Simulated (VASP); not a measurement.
# Ni (P6_3/mmc) in VASP: further runs

The runs below take Ni through single point, with BLYP.

Program: VASP 6.6.1. These are calculated values, not measurements. Logs are shortened: lines on timing, memory, paths and dates and some standing lists are left out, and cuts for length are marked.

## Step 1: The cell of the first run

Symmetry: P6_3/mmc, No. 194, hexagonal system. The conventional cell has a = 2.491 Å, b = 2.491 Å, c = 8.168 Å, α = 90.00°, β = 90.00°, γ = 120.00°. Within 3.3 Å of Ni (site symmetry -3m) lie 12 Ni at 2.49 to 2.50 Å. Within 3.3 Å of Ni (site symmetry -6m2) lie 12 Ni at 2.49 to 2.50 Å.

This isn't the form of Ni at room conditions, which is fcc.

## Step 2: Single point, BLYP (10.97 Å³/atom)

Contents of INCAR:

```
  PREC = Accurate
  ENCUT = 520
  EDIFF = 1E-6
  ISMEAR = -1
  SIGMA = 0.1
  LREAL = False
  LASPH = True
  NELM = 60
  ALGO = Normal
  ISIF = 2
  LWAVE = False
  LCHARG = False
  GGA = B5
  ALDAX = 1.0
  AGGAX = 1.0
  AGGAC = 1.0
  ALDAC = 0.0
  NBANDS = 28
```

Contents of KPOINTS:

```
regular mesh
0
Gamma
  16 16 5
```

Contents of POSCAR:

```
Ni
1.0
    2.4909436822      0.0000000000      0.0000000000
   -1.2454718411      2.1572205082      0.0000000000
    0.0000000000      0.0000000000      8.1681538416
Ni
4
Direct
    0.0000000000      1.0000000000      0.0000000000
    0.0000000000      1.0000000000      0.5000000000
    0.3333333333      0.6666666667      0.2500000000
    0.6666666667      0.3333333333      0.7500000000
```

Potentials or basis: VASP PAW PBE potentials, release 64 (Ni).

Run with:

```sh
> cat potpaw_PBE.64/Ni/POTCAR > POTCAR
> mpirun -np 1 vasp_std > vasp.out
```

OUTCAR:

```text
PREC = Accurate
   ENCUT = 520
   EDIFF = 1E-6
   ISMEAR = -1
   LREAL = False
   LASPH = True
   NELM = 60
   ISIF = 2
   GGA = B5

 ion  position               nearest neighbor table
   1  0.000  0.000  0.000-   3 2.50   4 2.50   4 2.50   3 2.50   4 2.50   3 2.50
   2  0.000  0.000  0.500-   3 2.50   4 2.50   4 2.50   3 2.50   4 2.50   3 2.50
   3  0.333  0.667  0.250-   1 2.50   2 2.50   1 2.50   2 2.50   1 2.50   2 2.50
   4  0.667  0.333  0.750-   1 2.50   2 2.50   1 2.50   2 2.50   1 2.50   2 2.50

  LATTYP: Found a hexagonal cell.
 ALAT       =     2.4909436822
 C/A-ratio  =     3.2791403113

  Lattice vectors:

 A1 = (   2.4909436822,   0.0000000000,   0.0000000000)
 A2 = (  -1.2454718411,   2.1572205082,   0.0000000000)
 A3 = (   0.0000000000,   0.0000000000,   8.1681538416)

Analysis of symmetry for initial positions (statically):
=====================================================================
 Subroutine PRICEL returns:
 Original cell was already a primitive cell.

 Routine SETGRP: Setting up the symmetry group for a
 hexagonal supercell.

 Subroutine GETGRP returns: Found 24 space group operations
 (whereof 12 operations were pure point group operations)
 out of a pool of 24 trial point group operations.

The static configuration has the point symmetry D_3d.
 The point group associated with its full space group is D_6h.

Analysis of symmetry for dynamics (positions and initial velocities):
=====================================================================
 Subroutine PRICEL returns:
 Original cell was already a primitive cell.

 Routine SETGRP: Setting up the symmetry group for a
 hexagonal supercell.

 Subroutine GETGRP returns: Found 24 space group operations
 (whereof 12 operations were pure point group operations)
 out of a pool of 24 trial point group operations.

The dynamic configuration has the point symmetry D_3d.
 The point group associated with its full space group is D_6h.

 Subroutine INISYM returns: Found 24 space group operations
 (whereof 12 operations are pure point group operations),
 and found     1 'primitive' translations

----------------------------------------------------------------------------------------

                                     Primitive cell

  volume of cell :      43.8917

  direct lattice vectors                    reciprocal lattice vectors
     2.490943682  0.000000000  0.000000000     0.401454279  0.231779736  0.000000000
    -1.245471841  2.157220508  0.000000000     0.000000000  0.463559472  0.000000000
     0.000000000  0.000000000  8.168153842     0.000000000  0.000000000  0.122426685

  length of vectors
     2.490943682  2.490943682  8.168153842     0.463559472  0.463559472  0.122426685

  position of ions in fractional coordinates (direct lattice)
     0.000000000  0.000000000  0.000000000
     0.000000000  0.000000000  0.500000000
     0.333333333  0.666666667  0.250000000
     0.666666667  0.333333333  0.750000000

  ion indices of the primitive-cell ions
   primitive index   ion index
                 1           1
                 2           2
                 3           3
                 4           4

----------------------------------------------------------------------------------------

 KPOINTS: regular mesh

Automatic generation of k-mesh.
 Grid dimensions read from file:
 generate k-points for:   16   16    5

 Generating k-lattice:

  Cartesian coordinates                     Fractional coordinates (reciprocal lattice)
     0.025090892  0.014486234  0.000000000     0.062500000  0.000000000  0.000000000
     0.000000000  0.028972467  0.000000000     0.000000000  0.062500000  0.000000000
     0.000000000  0.000000000  0.024485337     0.000000000  0.000000000  0.200000000

  Length of vectors
     0.028972467  0.028972467  0.024485337

  Shift w.r.t. Gamma in fractional coordinates (k-lattice)
     0.000000000  0.000000000  0.000000000

 Subroutine IBZKPT returns following result:
 ===========================================

 Found     90 irreducible k-points:

 Following reciprocal coordinates:
            Coordinates               Weight
  0.000000  0.000000  0.000000      1.000000
  0.062500  0.000000  0.000000      6.000000
  0.125000  0.000000  0.000000      6.000000
  0.187500  0.000000  0.000000      6.000000
  0.250000  0.000000  0.000000      6.000000
  0.312500  0.000000  0.000000      6.000000
[... 16 lines left out ...]
  0.187500  0.187500  0.000000      6.000000
  0.250000  0.187500  0.000000     12.000000
 [... further k-points ...]
   k-points           NKPTS =     90   k-points in BZ     NKDIM =     90   number of bands    NBANDS=     28
   number of dos      NEDOS =    301   number of ions     NIONS =      4
   total plane-waves  NPLWV =  25600
   dimension x,y,z NGX =    20 NGY =   20 NGZ =   64
   dimension x,y,z NGXF=    40 NGYF=   40 NGZF=  128
   ions per type =               4
   NGX,Y,Z   is equivalent  to a cutoff of  13.35, 13.35, 13.03 a.u.
   NGXF,Y,Z  is equivalent  to a cutoff of  26.70, 26.70, 26.05 a.u.
 SYSTEM =  unknown system
   PREC   = accura    normal or accurate (medium, high low for compatibility)
   ISTART =      0    job   : 0-new  1-cont  2-samecut
   ICHARG =      2    charge: 1-file 2-atom 10-const
   ISPIN  =      1    spin polarized calculation?
   LNONCOLLINEAR =      F non collinear calculations
   LSORBIT =      F    spin-orbit coupling
   LASPH  =      T    aspherical Exc in radial PAW
   ENCUT  =  520.0 eV  38.22 Ry    6.18 a.u.   4.63  4.63 15.19*2*pi/ulx,y,z
   NELM   =     60;   NELMIN=  2; NELMDL= -5     # of ELM steps
   EDIFF  = 0.1E-05   stopping-criterion for ELM
   LREAL  =      F    real-space projection
   EDIFFG = 0.1E-04   stopping-criterion for IOM
   NSW    =      0    number of steps for IOM
   IBRION =     -1    ionic relax: 0-MD 1-quasi-New 2-CG
   NFREE  =      0    steps in history (QN), initial steepest desc. (CG)
   ISIF   =      2    stress and relaxation
   ISYM   =      2    0-nonsym 1-usesym 2-fastsym
   POTIM  = 0.5000    time-step for ionic-motion
   TEBEG  =    0.0;   TEEND  =   0.0 temperature during run
   PSTRESS=    0.0 pullay stress
   NELECT =      40.0000    total number of electrons
   NUPDOWN=      -1.0000    fix difference up-down
   EMIN   =  10.00;   EMAX   =-10.00  energy-range for DOS
   EFERMI =   0.00;   METHOD = LEGACY
   ISMEAR =    -1;   SIGMA  =   0.10  broadening in eV -4-tet -1-fermi 0-gaus
   EFERMI_NEDOS =   21; number of points for ismear=-14 and -15
   IALGO  =     38    algorithm
   IMIX   =      4    mixing-type and parameters
     AMIX     =   0.40;   BMIX     =  1.00
     AMIX_MAG =   1.60;   BMIX_MAG =  1.00
  volume/ion in A,a.u.               =      10.97        74.05
  Fermi-wavevector in a.u.,A,eV,Ry     =   1.587209  2.999390 34.276226  2.519232
  Thomas-Fermi vector in A             =   2.686401
   LORBIT       =      0    0 simple, 1 ext, 2 COOP (PROOUT), +10 PAW based schemes
   GGA     = B5    functional components
   LHFCALC =     F    Hartree Fock is set to
   AEXX    =    0.0000 exact exchange contribution
   IVDW    =     0    specifies the selected vdW correction
   LEPSILON=     F    determine dielectric tensor
   LRPA    =     F    only Hartree local field effects (RPA)
 non-spin polarized calculation
  energy-cutoff  :      520.00
  volume of cell :       43.89
 maximum number of plane-waves:      1206
 NGX is ok and might be reduce to    20
   NGX =  9   NGY =  9   NGZ = 31

 number of electron      40.0000021 magnetization

 Free energy of the ion-electron system (eV)
  ---------------------------------------------------
  ext. energy  EPLUGINS =         0.00000000
  ---------------------------------------------------
  free energy    TOTEN  =       -18.33970044 eV

  energy without entropy =      -17.97956598  energy(sigma->0) =      -18.15963321

 E-fermi :   9.5619     XC(G=0): -12.6116

 val. band max:        9.5616702133   @ k =   0.3750   0.1250   0.0000
 cond. band min:       9.5620885503   @ k =   0.3125   0.2500   0.2000
 fundamental gap:      0.0004183369
 Fermi energy:         9.5619122621

 k-point     1 :       0.0000    0.0000    0.0000
  band No.  band energies     occupation
      1       0.9081      2.00000
      2       3.1254      2.00000
      3       3.1255      2.00000
      4       5.1901      2.00000
      5       7.3457      2.00000
      6       7.3742      2.00000
[... 20 lines left out ...]
     27      24.1752      0.00000
     28      32.4197      0.00000

 k-point     2 :       0.0625    0.0000    0.0000
  band No.  band energies     occupation
      1       1.0439      2.00000
      2       3.2454      2.00000
      3       3.2454      2.00000
      4       5.2780      2.00000
      5       7.2710      2.00000
      6       7.3356      2.00000
[... 20 lines left out ...]
     27      24.2749      0.00000
     28      31.0589      0.00000

 k-point     3 :       0.1250    0.0000    0.0000
  band No.  band energies     occupation
      1       1.4450      2.00000
      2       3.5914      2.00000
      3       3.5915      2.00000
      4       5.5220      2.00000
      5       7.1080      2.00000
      6       7.2381      2.00000
[... 20 lines left out ...]
     27      24.5674      0.00000
     28      28.0567      0.00000

 k-point     4 :       0.1875    0.0000    0.0000
  band No.  band energies     occupation
      1       2.0903      2.00000
      2       4.1128      2.00000
      3       4.1134      2.00000
      4       5.8508      2.00000
      5       6.9387      2.00000
      6       7.0869      2.00000
[... 20 lines left out ...]
     27      24.9972      0.00000
     28      25.3372      0.00000

 k-point     5 :       0.2500    0.0000    0.0000
  band No.  band energies     occupation
      1       2.9348      2.00000
      2       4.6921      2.00000
      3       4.6944      2.00000
      4       6.1063      2.00000
      5       6.8082      2.00000
      6       6.8295      2.00000
[... 20 lines left out ...]
     27      24.1851      0.00000
     28      24.3668      0.00000

 k-point     6 :       0.3125    0.0000    0.0000
  band No.  band energies     occupation
      1       3.8849      2.00000
      2       5.1308      2.00000
      3       5.1454      2.00000
      4       6.1264      2.00000
      5       6.5708      2.00000
      6       6.7268      2.00000
[... 463 lines left out ...]
      5       6.5121      2.00000
      6       6.5283      2.00000
[... 20 lines left out ...]
     27      19.5047      0.00000
     28      19.9016      0.00000

 k-point    22 :       0.4375    0.1250    0.0000
  band No.  band energies     occupation
      1       5.4815      2.00000
      2       5.5474      2.00000
      3       5.9208      2.00000
      4       6.1848      2.00000
      5       6.5060      2.00000
      6       6.5091      2.00000
[... 20 lines left out ...]
     27      20.4568      0.00000
     28      20.7132      0.00000

 k-point    23 :       0.1875    0.1875    0.0000
  band No.  band energies     occupation
      1       4.1443      2.00000
      2       5.4053      2.00000
      3       5.4119      2.00000
      4       6.4880      2.00000
      5       6.4917      2.00000
      6       6.6622      2.00000
[... 20 lines left out ...]
     27      21.4211      0.00000
     28      23.4609      0.00000

 k-point    24 :       0.2500    0.1875    0.0000
  band No.  band energies     occupation
      1       5.0179      2.00000
      2       5.7071      2.00000
      3       5.7276      2.00000
      4       6.3721      2.00000
      5       6.4096      2.00000
      6       6.6767      2.00000
[... 20 lines left out ...]
     27      20.4824      0.00000
     28      21.2021      0.00000

 [... further k-points ...]

------------------------ aborting loop because EDIFF is reached ----------------------------------------

  FORCE on cell =-STRESS in cart. coord.  units (eV):
  Direction    XX          YY          ZZ          XY          YZ          ZX
  --------------------------------------------------------------------------------------
  -------------------------------------------------------------------------------------
  Total        2.1620313      2.1620313      2.1357846      0.0000000      0.0000000      0.0000000
  in kB       78.9205679     78.9205679     77.9624858      0.0000000      0.0000000      0.0000000
  external PRESSURE =      78.6012072 kB  Pullay stress =       0.0000000 kB

 VOLUME and BASIS-vectors are now :
 -----------------------------------------------------------------------------
  energy-cutoff  :      520.00
  volume of cell :       43.89
      direct lattice vectors                 reciprocal lattice vectors
     2.490943682  0.000000000  0.000000000     0.401454279  0.231779736  0.000000000
    -1.245471841  2.157220508  0.000000000     0.000000000  0.463559472  0.000000000
     0.000000000  0.000000000  8.168153842     0.000000000  0.000000000  0.122426685

 POSITION                                       TOTAL-FORCE (eV/Angst)
 -----------------------------------------------------------------------------------
      0.00000      0.00000      0.00000         0.000000      0.000000      0.000000
      0.00000      0.00000      4.08408         0.000000      0.000000      0.000000
     -0.00000      1.43815      2.04204        -0.000000      0.000000      0.000000
      1.24547      0.71907      6.12612         0.000000     -0.000000     -0.000000
 -----------------------------------------------------------------------------------
    total drift:                                0.000000     -0.000000      0.000000

  FREE ENERGIE OF THE ION-ELECTRON SYSTEM (eV)
  ---------------------------------------------------
  free  energy   TOTEN  =       -18.3397004353 eV

  energy  without entropy=      -17.9795659775  energy(sigma->0) =      -18.15963321
```

It took 63 s on 1 thread of Intel Xeon 6975P-C (Granite Rapids), shared host; peak memory 0.21 GiB.

What came out:

```yaml
Free_energy: -18.3397 eV
Pressure: 7.9 GPa
Band_gap_on_the_k_mesh: zero (bands 20 and 21 overlap by 0.58 eV)
```

Levels at points of the mesh, in eV from the Fermi level:
| k point | band 16 | band 17 | band 18 | band 19 | band 20 | band 21 | band 22 | band 23 | band 24 | band 25 |
| --- | --- | --- | --- | --- | --- | --- | --- | --- | --- | --- |
| (0.00, 0.00, 0.00) | -0.99 | -0.99 | -0.69 | -0.69 | -0.46 | -0.46 | -0.10 | -0.10 | 0.05 | 5.95 |
| (0.50, 0.00, 0.00) | -0.01 | 0.01 | 0.08 | 0.08 | 0.10 | 0.63 | 1.66 | 2.70 | 3.23 | 6.80 |

Caveat: the cell stands under pressure; the PAW data sets were made with another functional, which shifts forces and pressure a little; the run has no spin polarisation, though such a crystal can be magnetic.

[end of part 1 of 2]
